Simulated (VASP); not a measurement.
Input of a VASP 6.6.1 run:

The input INCAR:

```
SYSTEM = Mg3Se
ALGO = Normal
EDIFF = 1E-6
ENCUT = 520
GGA = PE
ISIF = 2
ISMEAR = 0
LASPH = .True.
LCHARG = .True.
LELF = .True.
LREAL = .False.
LVHAR = .True.
LWAVE = .False.
NBANDS = 14
NELM = 100
PREC = Accurate
SIGMA = 0.1
```

File KPOINTS:

```
k-points
0
Gamma
  10 10 10
  0 0 0
```

File POSCAR:

```
Mg3Se
1.0
    4.4614539640      0.0000000000      0.0000000000
    0.0000000000      4.4614539640      0.0000000000
    0.0000000000      0.0000000000      4.4614539640
Mg Se
3 1
Direct
    0.0000000000      0.5000000000      0.5000000000
    0.5000000000      0.0000000000      0.5000000000
    0.5000000000      0.5000000000      0.0000000000
    0.0000000000      0.0000000000      0.0000000000
```

Potentials or basis: VASP PAW PBE potentials, release 64 (Mg, Se).

The run is started by

```console
$ cat potpaw_PBE.64/Mg/POTCAR potpaw_PBE.64/Se/POTCAR > POTCAR
$ mpirun -np 1 vasp_std > vasp.out
```

(1) Estimate the pressure.

(2) Predict the band gap on the k mesh.

Results:

(1) -0.1 GPa.

(2) zero (bands 6 and 7 overlap by 2.52 eV).
